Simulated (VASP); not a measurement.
Ni:

```
Ni
1.0
     0.00000    1.71364    1.71364
     1.71364    0.00000    1.71364
     1.71364    1.71364    0.00000
Ni
1
Direct
  0.00000 0.00000 0.00000
```

This cell differs from its parent crystal: volume scaled by 0.92.

Base run:

```yaml
Program: VASP 6.6.1
Functional: LDA
Potentials_or_basis: VASP PAW LDA potentials, release 64 (Ni)
Cutoff: 520 eV
k_mesh: 16 × 16 × 16
Occupations: fermi-dirac, width 0.1 eV
Spin: collinear spin, ferromagnetic start
Starting_moments: "[1.5] μB"
```

Its results: pressure -0.7 GPa.

Task: The run is repeated on the same cell with these changes: spin from collinear spin, ferromagnetic start to no spin polarisation; further incar settings from ALGO = Normal; EDIFF = 1e-06; NBANDS = 15 to ALGO = Normal; EDIFF = 1e-06; NBANDS = 11. What comes out?

Result: Pressure -1.3 GPa.
